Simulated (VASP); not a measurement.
Set up this calculation in VASP 6.6.1, as the native input.

```
Task                   : single point
Functional             : PBE
Potentials or basis    : VASP PAW PBE potentials, release 64 (B, P)
Cutoff                 : 520 eV
k mesh                 : 6 × 6 × 4
Occupations            : gaussian, width 0.1 eV
Spin                   : no spin polarisation
Dipole correction      : no
Further INCAR settings : ALGO = Normal; EDIFF = 1e-06; NBANDS = 16
```

The structure of BP lies in POSCAR:

```
BP
1.0
    1.4788914934     -5.3633834140      0.0000000000
    1.4788914934      5.3633834140      0.0000000000
    0.0000000000      0.0000000000      3.0831595991
B P
2 2
Direct
    0.6670545449      0.3329454551      0.2500000000
    0.3329454551      0.6670545449      0.7500000000
    0.8534033064      0.1465966936      0.2500000000
    0.1465966936      0.8534033064      0.7500000000
```

The cell was built from a structure type or drawn by symmetry, and may not be a known phase.

These files were run (other wordings do the same):

INCAR

```
SYSTEM = BP
PREC = Accurate
ENCUT = 520
EDIFF = 1E-6
ISMEAR = 0
SIGMA = 0.1
LREAL = .FALSE.
LASPH = .TRUE.
NELM = 60
ALGO = Normal
ISIF = 2
LWAVE = .FALSE.
LCHARG = .TRUE.
GGA = PE
LELF = .TRUE.
LVHAR = .TRUE.
NBANDS = 16
```

KPOINTS

```
regular mesh
0
G
  6 6 4
  0 0 0
```

Potentials or basis: VASP PAW PBE potentials, release 64 (B, P).

Launch:

```console
$ cat potpaw_PBE.64/B/POTCAR potpaw_PBE.64/P/POTCAR > POTCAR
$ mpirun -np 1 vasp_std > vasp.out
```

Results of the run:

| Item | Value |
| --- | --- |
| Pressure | -0.2 GPa |
| Largest force | 0.030 eV/Å |
| Band gap on the k mesh | zero (bands 8 and 9 overlap by 2.50 eV) |

Caveat: the k points lie up to 0.51 Å⁻¹ apart, too coarse for converged energies and pressures of a metal.

Wall time 79 s on 1 thread of Intel(R) Xeon(R) Platinum 8259CL CPU @ 2.50GHz (Skylake/Cascade Lake) (shared host), peak memory 0.19 GiB.
